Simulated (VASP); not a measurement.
# Se in VASP: further runs

Runs on Se. Level: PBE. Tasks: single point, relaxation of cell and atoms.

Program: VASP 6.6.1. These are calculated values, not measurements. Logs are shortened: lines on timing, memory, paths and dates and some standing lists are left out, and cuts for length are marked.

**1. The cell of the first run**

The typed cell holds 1 atom: a = 2.830 Å, b = 2.830 Å, c = 2.830 Å, α = 90.10°, β = 90.10°, γ = 90.10°.

**2. Single point, PBE**

File INCAR:

```
PREC = Accurate ; ENCUT = 520
EDIFF = 1E-6 ; ISMEAR = 0
SIGMA = 0.1 ; LREAL = F
LASPH = T ; NELM = 100
ALGO = Normal ; ISIF = 2
LWAVE = F ; LCHARG = F
GGA = PE ; NBANDS = 9
```

File KPOINTS:

```
regular mesh
0
Gamma
  15 15 15
```

File POSCAR:

```
Se
1.0
    2.0024797276      1.1561322098      1.6308405143
   -2.0024797276      1.1561322098      1.6308405143
    0.0000000000     -2.3122644196      1.6308405143
Se
1
Direct
    0.0000000000      0.0000000000      0.0000000000
```

Potentials or basis: VASP PAW PBE potentials, release 64 (Se).

On the command line:

```
$ cat potpaw_PBE.64/Se/POTCAR > POTCAR
$ mpirun -np 1 vasp_std > vasp.out
```

OUTCAR:

```text
PREC = Accurate
   ENCUT = 520
   EDIFF = 1E-6
   ISMEAR = 0
   LREAL = F
   LASPH = T
   NELM = 100
   ISIF = 2
   GGA = PE

 ion  position               nearest neighbor table
   1  0.000  0.000  0.000-

  LATTYP: Found a trigonal (rhomboedric) cell.
 ALAT       =     2.8295242584
 COS(alpha) =    -0.0017040015

  Lattice vectors:

 A1 = (   2.0024797276,   1.1561322098,   1.6308405143)
 A2 = (  -2.0024797276,   1.1561322098,   1.6308405143)
 A3 = (   0.0000000000,  -2.3122644196,   1.6308405143)

Analysis of symmetry for initial positions (statically):
=====================================================================
 Subroutine PRICEL returns:
 Original cell was already a primitive cell.

 Routine SETGRP: Setting up the symmetry group for a
 trigonal (rhombohedral) supercell.

 Subroutine GETGRP returns: Found 12 space group operations
 (whereof 12 operations were pure point group operations)
 out of a pool of 12 trial point group operations.

The static configuration has the point symmetry D_3d.

Analysis of symmetry for dynamics (positions and initial velocities):
=====================================================================
 Subroutine PRICEL returns:
 Original cell was already a primitive cell.

 Routine SETGRP: Setting up the symmetry group for a
 trigonal (rhombohedral) supercell.

 Subroutine GETGRP returns: Found 12 space group operations
 (whereof 12 operations were pure point group operations)
 out of a pool of 12 trial point group operations.

The dynamic configuration has the point symmetry D_3d.

 Subroutine INISYM returns: Found 12 space group operations
 (whereof 12 operations are pure point group operations),
 and found     1 'primitive' translations

----------------------------------------------------------------------------------------

                                     Primitive cell

  volume of cell :      22.6537

  direct lattice vectors                    reciprocal lattice vectors
     2.002479728  1.156132210  1.630840514     0.249690418  0.144158830  0.204393581
    -2.002479728  1.156132210  1.630840514    -0.249690418  0.144158830  0.204393581
     0.000000000 -2.312264420  1.630840514     0.000000000 -0.288317660  0.204393581

  length of vectors
     2.829524258  2.829524258  2.829524258     0.353417330  0.353417330  0.353417330

  position of ions in fractional coordinates (direct lattice)
     0.000000000  0.000000000  0.000000000

  ion indices of the primitive-cell ions
   primitive index   ion index
                 1           1

----------------------------------------------------------------------------------------

 KPOINTS: regular mesh

Automatic generation of k-mesh.
 Grid dimensions read from file:
 generate k-points for:   15   15   15

 Generating k-lattice:

  Cartesian coordinates                     Fractional coordinates (reciprocal lattice)
     0.016646028  0.009610589  0.013626239     0.066666667  0.000000000  0.000000000
    -0.016646028  0.009610589  0.013626239     0.000000000  0.066666667  0.000000000
     0.000000000 -0.019221177  0.013626239     0.000000000  0.000000000  0.066666667

  Length of vectors
     0.023561155  0.023561155  0.023561155

  Shift w.r.t. Gamma in fractional coordinates (k-lattice)
     0.000000000  0.000000000  0.000000000

 Subroutine IBZKPT returns following result:
 ===========================================

 Found    344 irreducible k-points:

 Following reciprocal coordinates:
            Coordinates               Weight
  0.000000  0.000000  0.000000      1.000000
  0.066667  0.000000 -0.000000      6.000000
  0.133333 -0.000000  0.000000      6.000000
  0.200000  0.000000  0.000000      6.000000
  0.266667 -0.000000  0.000000      6.000000
  0.333333 -0.000000 -0.000000      6.000000
[... 16 lines left out ...]
  0.133333  0.133333  0.000000      6.000000
  0.200000  0.133333  0.000000     12.000000
 [... further k-points ...]
   k-points           NKPTS =    344   k-points in BZ     NKDIM =    344   number of bands    NBANDS=      9
   number of dos      NEDOS =    301   number of ions     NIONS =      1
   total plane-waves  NPLWV =  13824
   dimension x,y,z NGX =    24 NGY =   24 NGZ =   24
   dimension x,y,z NGXF=    48 NGYF=   48 NGZF=   48
   ions per type =               1
   NGX,Y,Z   is equivalent  to a cutoff of  14.10, 14.10, 14.10 a.u.
   NGXF,Y,Z  is equivalent  to a cutoff of  28.20, 28.20, 28.20 a.u.
 SYSTEM =  unknown system
   PREC   = accura    normal or accurate (medium, high low for compatibility)
   ISTART =      0    job   : 0-new  1-cont  2-samecut
   ICHARG =      2    charge: 1-file 2-atom 10-const
   ISPIN  =      1    spin polarized calculation?
   LNONCOLLINEAR =      F non collinear calculations
   LSORBIT =      F    spin-orbit coupling
   LASPH  =      T    aspherical Exc in radial PAW
   ENCUT  =  520.0 eV  38.22 Ry    6.18 a.u.   5.26  5.26  5.26*2*pi/ulx,y,z
   NELM   =    100;   NELMIN=  2; NELMDL= -5     # of ELM steps
   EDIFF  = 0.1E-05   stopping-criterion for ELM
   LREAL  =      F    real-space projection
   EDIFFG = 0.1E-04   stopping-criterion for IOM
   NSW    =      0    number of steps for IOM
   IBRION =     -1    ionic relax: 0-MD 1-quasi-New 2-CG
   NFREE  =      0    steps in history (QN), initial steepest desc. (CG)
   ISIF   =      2    stress and relaxation
   ISYM   =      2    0-nonsym 1-usesym 2-fastsym
   POTIM  = 0.5000    time-step for ionic-motion
   TEBEG  =    0.0;   TEEND  =   0.0 temperature during run
   PSTRESS=    0.0 pullay stress
   NELECT =       6.0000    total number of electrons
   NUPDOWN=      -1.0000    fix difference up-down
   EMIN   =  10.00;   EMAX   =-10.00  energy-range for DOS
   EFERMI =   0.00;   METHOD = LEGACY
   ISMEAR =     0;   SIGMA  =   0.10  broadening in eV -4-tet -1-fermi 0-gaus
   EFERMI_NEDOS =   21; number of points for ismear=-14 and -15
   IALGO  =     38    algorithm
   IMIX   =      4    mixing-type and parameters
     AMIX     =   0.40;   BMIX     =  1.00
     AMIX_MAG =   1.60;   BMIX_MAG =  1.00
  volume/ion in A,a.u.               =      22.65       152.87
  Fermi-wavevector in a.u.,A,eV,Ry     =   1.051346  1.986756 15.038915  1.105329
  Thomas-Fermi vector in A             =   2.186386
   LORBIT       =      0    0 simple, 1 ext, 2 COOP (PROOUT), +10 PAW based schemes
   GGA     = PE    functional components
   LHFCALC =     F    Hartree Fock is set to
   AEXX    =    0.0000 exact exchange contribution
   IVDW    =     0    specifies the selected vdW correction
   LEPSILON=     F    determine dielectric tensor
   LRPA    =     F    only Hartree local field effects (RPA)
 non-spin polarized calculation
 Gauss-broadening in eV      SIGMA  =   0.10
  energy-cutoff  :      520.00
  volume of cell :       22.65
 maximum number of plane-waves:       624
 NGX is ok and might be reduce to    24
   NGX = 11   NGY = 11   NGZ = 11

 number of electron       5.9999999 magnetization

 Free energy of the ion-electron system (eV)
  ---------------------------------------------------
  ext. energy  EPLUGINS =         0.00000000
  ---------------------------------------------------
  free energy    TOTEN  =        -3.33473708 eV

  energy without entropy =       -3.33205539  energy(sigma->0) =       -3.33339623

 E-fermi :   4.6450     XC(G=0):  -9.9081

 val. band max:        4.6412115663   @ k =  -0.3333  -0.3333   0.2000
 cond. band min:       4.6810571770   @ k =   0.2667   0.1333  -0.0000
 fundamental gap:      0.0398456107
 Fermi energy:         4.6450338771

 k-point     1 :       0.0000    0.0000    0.0000
  band No.  band energies     occupation
      1     -11.3506      2.00000
      2       6.0436      0.00000
      3       6.0567      0.00000
      4       6.0567      0.00000
      5      12.4378      0.00000
      6      12.4378      0.00000
      7      12.5171      0.00000
      8      26.8105      0.00000
      9      26.8211      0.00000

 k-point     2 :       0.0667    0.0000   -0.0000
  band No.  band energies     occupation
      1     -11.2878      2.00000
      2       5.3590      0.00000
      3       6.0975      0.00000
      4       6.1062      0.00000
      5      12.5015      0.00000
      6      12.5663      0.00000
      7      13.2911      0.00000
      8      25.5856      0.00000
      9      25.5904      0.00000

 k-point     3 :       0.1333   -0.0000    0.0000
  band No.  band energies     occupation
      1     -11.1024      2.00000
      2       3.8849      2.00000
      3       6.2416      0.00000
      4       6.2503      0.00000
      5      12.6899      0.00000
      6      12.7939      0.00000
      7      15.1434      0.00000
      8      23.8359      0.00000
      9      23.8421      0.00000

 k-point     4 :       0.2000    0.0000    0.0000
  band No.  band energies     occupation
      1     -10.8056      2.00000
      2       2.2588      2.00000
      3       6.4660      0.00000
      4       6.4747      0.00000
      5      12.9932      0.00000
      6      13.1701      0.00000
      7      17.2843      0.00000
      8      22.1839      0.00000
      9      22.1910      0.00000

 k-point     5 :       0.2667   -0.0000    0.0000
  band No.  band energies     occupation
      1     -10.4198      2.00000
      2       0.7223      2.00000
      3       6.7448      0.00000
      4       6.7534      0.00000
      5      13.3909      0.00000
      6      13.6935      0.00000
      7      19.0056      0.00000
      8      20.7344      0.00000
      9      20.7415      0.00000

 k-point     6 :       0.3333   -0.0000   -0.0000
  band No.  band energies     occupation
      1      -9.9880      2.00000
      2      -0.6051      2.00000
      3       7.0371      0.00000
      4       7.0458      0.00000
      5      13.8426      0.00000
      6      14.3586      0.00000
      7      19.2301      0.00000
      8      19.5549      0.00000
      9      19.5599      0.00000
[... 169 lines left out ...]
 k-point    21 :      -0.1333    0.0667    0.0000
  band No.  band energies     occupation
      1     -11.0399      2.00000
      2       3.9426      2.00000
      3       5.5669      0.00000
      4       6.2949      0.00000
      5      12.8088      0.00000
      6      13.5432      0.00000
      7      15.1920      0.00000
      8      22.7467      0.00000
      9      23.8609      0.00000

 k-point    22 :      -0.0667    0.0667    0.0000
  band No.  band energies     occupation
      1     -11.2251      2.00000
      2       5.4001      0.00000
      3       5.4256      0.00000
      4       6.1512      0.00000
      5      12.6028      0.00000
      6      13.3478      0.00000
      7      13.3599      0.00000
      8      24.4489      0.00000
      9      25.3568      0.00000

 k-point    23 :       0.1333    0.1333    0.0000
  band No.  band energies     occupation
      1     -10.8539      2.00000
      2       4.0815      2.00000
      3       4.1185      2.00000
      4       6.4385      0.00000
      5      13.0151      0.00000
      6      15.1826      0.00000
      7      15.5012      0.00000
      8      21.1980      0.00000
      9      23.6347      0.00000

 k-point    24 :       0.2000    0.1333    0.0000
  band No.  band energies     occupation
      1     -10.5570      2.00000
      2       2.4826      2.00000
      3       4.3561      1.99996
      4       6.6613      0.00000
      5      13.3441      0.00000
      6      15.4647      0.00000
      7      17.2801      0.00000
      8      19.9956      0.00000
      9      22.3474      0.00000

 [... further k-points ...]
[... 5 lines left out ...]
  --------------------------------------------------------------------------------------
  -------------------------------------------------------------------------------------
  Total        0.0021582      0.0021582      0.0043469      0.0000000      0.0000000     -0.0000000
  in kB        0.1526382      0.1526382      0.3074327      0.0000000      0.0000000     -0.0000000
  external PRESSURE =       0.2042363 kB  Pullay stress =       0.0000000 kB

 VOLUME and BASIS-vectors are now :
 -----------------------------------------------------------------------------
  energy-cutoff  :      520.00
  volume of cell :       22.65
      direct lattice vectors                 reciprocal lattice vectors
     2.002479728  1.156132210  1.630840514     0.249690418  0.144158830  0.204393581
    -2.002479728  1.156132210  1.630840514    -0.249690418  0.144158830  0.204393581
     0.000000000 -2.312264420  1.630840514     0.000000000 -0.288317660  0.204393581

 POSITION                                       TOTAL-FORCE (eV/Angst)
 -----------------------------------------------------------------------------------
      0.00000      0.00000      0.00000         0.000000     -0.000000     -0.000000
 -----------------------------------------------------------------------------------
    total drift:                               -0.000000     -0.000000      0.000000

  FREE ENERGIE OF THE ION-ELECTRON SYSTEM (eV)
  ---------------------------------------------------
  free  energy   TOTEN  =        -3.3347370758 eV

  energy  without entropy=       -3.3320553870  energy(sigma->0) =       -3.33339623
```

Wall time 12 s (1 thread of Intel Xeon 6975P-C (Granite Rapids), shared host); peak memory 0.18 GiB.

Results:

* Free energy: -3.3347 eV
* Pressure: 0.0 GPa
* Band gap on the k mesh: zero (band 3 reaches 7.43 eV, above the bottom of band 4 at 1.40 eV)

**3. Relaxation of cell and atoms, PBE**

This run uses another cell than the first one, of 22.83 Å³/atom, 1.008 times its volume.

File INCAR:

```
PREC = Accurate ; ENCUT = 600
EDIFF = 1E-6 ; ISMEAR = 0
SIGMA = 0.1 ; LREAL = False
LASPH = True ; NELM = 100
ALGO = Normal ; ISIF = 3
LWAVE = False ; LCHARG = False
GGA = PE ; IBRION = 2
NSW = 100 ; EDIFFG = -0.005
```

File KPOINTS:

```
Automatic mesh
0
Gamma
  15 15 15
```

File POSCAR:

```
Se
1.0
    2.0314426097      1.1728539376      1.5969689714
   -2.0314426097      1.1728539376      1.5969689714
    0.0000000000     -2.3457078752      1.5969689714
Se
1
Direct
    0.0000000000      0.0000000000      0.0000000000
```

Potentials or basis: VASP PAW PBE potentials, release 64 (Se).

On the command line:

```
$ cat potpaw_PBE.64/Se/POTCAR > POTCAR
$ mpirun -np 1 vasp_std > vasp.out
```

Run time: 57 s. Hardware: 1 thread of Intel Xeon 6975P-C (Granite Rapids), shared host; peak memory 0.19 GiB.

It converged, with:

```
Free energy                            : -3.3348 eV
Relaxed volume                         : 22.65 Å³/atom
Relaxed cell                           : a = 2.830 Å, b = 2.830 Å, c = 2.830 Å, α = 90.17°, β = 90.17°, γ = 90.17°
Space group after relaxing (to 0.05 Å) : Pm-3m (No. 221)
Energy gained by relaxing              : 1.2 meV/atom
Ionic steps                            : 11
Pressure after relaxing                : 0.0 GPa
Band gap on the k mesh                 : zero (band 3 reaches 7.43 eV, above the bottom of band 4 at 1.41 eV)
```

Step by step:
```
step  energy change (eV)  largest force (eV/Å)  pressure (GPa)  volume (Å³)
   1              0.0000                0.0000           -0.61        22.83
   2             -0.0006                0.0000            0.29        22.54
   3             -0.0006                0.0000            0.13        22.59
   4             -0.0008                0.0000            0.08        22.61
   5             -0.0011                0.0000           -0.02        22.65
   6             -0.0011                0.0000           -0.04        22.66
   7             -0.0012                0.0000           -0.12        22.69
   8             -0.0012                0.0000           -0.08        22.68
   9             -0.0012                0.0000           -0.10        22.69
  10             -0.0012                0.0000            0.19        22.60
  11             -0.0012                0.0000            0.01        22.65
```

Final structure:
```cif
data_structure
_symmetry_space_group_name_H-M 'P 1'
_symmetry_Int_Tables_number 1
_cell_length_a 2.8295
_cell_length_b 2.8295
_cell_length_c 2.8295
_cell_angle_alpha 90.168
_cell_angle_beta 90.168
_cell_angle_gamma 90.168
_cell_volume 22.65
loop_
_atom_site_label
_atom_site_type_symbol
_atom_site_fract_x
_atom_site_fract_y
_atom_site_fract_z
_atom_site_occupancy
Se1 Se 0.00000 0.00000 0.00000 1
```

Levels at points of the mesh, in eV from the Fermi level:
| k point | band 1 | band 2 | band 3 | band 4 | band 5 | band 6 | band 7 |
| --- | --- | --- | --- | --- | --- | --- | --- |
| (0.00, 0.00, 0.00) | -16.00 | 1.39 | 1.41 | 1.41 | 7.79 | 7.79 | 7.87 |

[end of part 1 of 2]
